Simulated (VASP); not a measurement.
Set up this calculation in VASP 6.6.1, as the native input.

| Item | Value |
| --- | --- |
| Task | single point |
| Functional | LDA |
| Potentials or basis | VASP PAW LDA potentials, release 64 (Be, S) |
| Cutoff | 520 eV |
| k mesh | 8 × 8 × 8 |
| Occupations | gaussian, width 0.01 eV |
| Spin | no spin polarisation |
| Dipole correction | no |
| Further INCAR settings | ALGO = Normal; EDIFF = 1e-07; NBANDS = 11 |

The structure of BeS lies in POSCAR:

```
BeS
1.0
    2.3502046977      2.3502046977      0.0000000000
   -2.3502046977      2.3502046977      0.0000000000
    0.0000000000      2.3502046977      2.4269460756
Be S
1 1
Direct
    0.0000000000      0.0000000000      0.0000000000
    0.7500000000      0.2500000000      0.5000000000
```

This cell differs from its parent crystal: in-plane strain -0.02.

One way to write it, as run:

INCAR

```
ALGO = Normal
EDIFF = 1E-7
ENCUT = 520
ISIF = 2
ISMEAR = 0
LASPH = True
LCHARG = False
LREAL = False
LWAVE = False
NBANDS = 11
NELM = 100
PREC = Accurate
SIGMA = 0.01
```

KPOINTS

```
k-points
0
Gamma
  8 8 8
```

Potentials or basis: VASP PAW LDA potentials, release 64 (Be, S).

The run is started by

```sh
$ cat potpaw_LDA.64/Be/POTCAR potpaw_LDA.64/S/POTCAR > POTCAR
$ mpirun -np 1 vasp_std > vasp.out
```

It gave:

```yaml
Pressure: 3.1 GPa
Band_gap_on_the_k_mesh: 2.61 eV, indirect (least direct gap 5.44 eV)
```

Caveat: the cell differs from its parent crystal (in-plane strain -0.02).

Wall time 18 s on 1 thread of Intel(R) Xeon(R) Platinum 8259CL CPU @ 2.50GHz (Skylake/Cascade Lake), with other jobs on the host, peak memory 0.14 GiB.
